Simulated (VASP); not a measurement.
## SnTe3: single point with PBEsol+D3(BJ)

The system is SnTe3.

```xyz
4
Lattice="0.0000 3.7315 3.7315 3.7315 0.0000 3.7315 3.7315 3.7315 0.0000" Properties=species:S:1:pos:R:3 pbc="T T T"
Te    3.7315    3.7315    3.7315
Te    5.5973    5.5973    5.5973
Te    1.8658    1.8658    1.8658
Sn    0.0000    0.0000    0.0000
```

```
Program             : VASP 6.6.1
Task                : single point
Functional          : PBEsol
Dispersion          : D3(BJ)
Potentials or basis : VASP PAW PBE potentials, release 64 (Te, Sn_d)
Cutoff              : 520 eV
k mesh              : 6 × 6 × 6
Occupations         : fermi-dirac, width 0.05 eV
Spin                : no spin polarisation
```

```
Pressure                   : -0.4 GPa
Band gap on the k mesh     : zero (band 16 reaches 9.39 eV, above the bottom of band 17 at 6.83 eV)
Dispersion energy per atom : -0.500 eV
```

Levels at points of the mesh, in eV from the Fermi level:
```
           k point  band 12  band 13  band 14  band 15  band 16  band 17  band 18  band 19  band 20  band 21
(0.00, 0.00, 0.00)    -3.80    -3.77    -3.77    -3.77    -2.17    -2.17    -2.17     2.70     2.70     4.69
(0.50, 0.00, 0.00)    -3.95    -3.95    -2.03    -2.01     0.39     0.39     1.60     1.73     1.73     3.76
(0.50, 0.50, 0.00)    -1.52    -0.76    -0.65    -0.65     0.10     0.17     0.17     2.30     3.51     3.51
```

It took 25 s on 1 thread of Intel(R) Xeon(R) 6975P-C (Granite Rapids), on a shared host, peak memory 0.26 GiB.

Caveat: three body term missing; the PAW data sets were made with another functional, which shifts forces and pressure a little; spin-orbit coupling is left out, which moves the levels of the heavy elements; pairwise dispersion overbinds metals, which lowers pressure and volume.
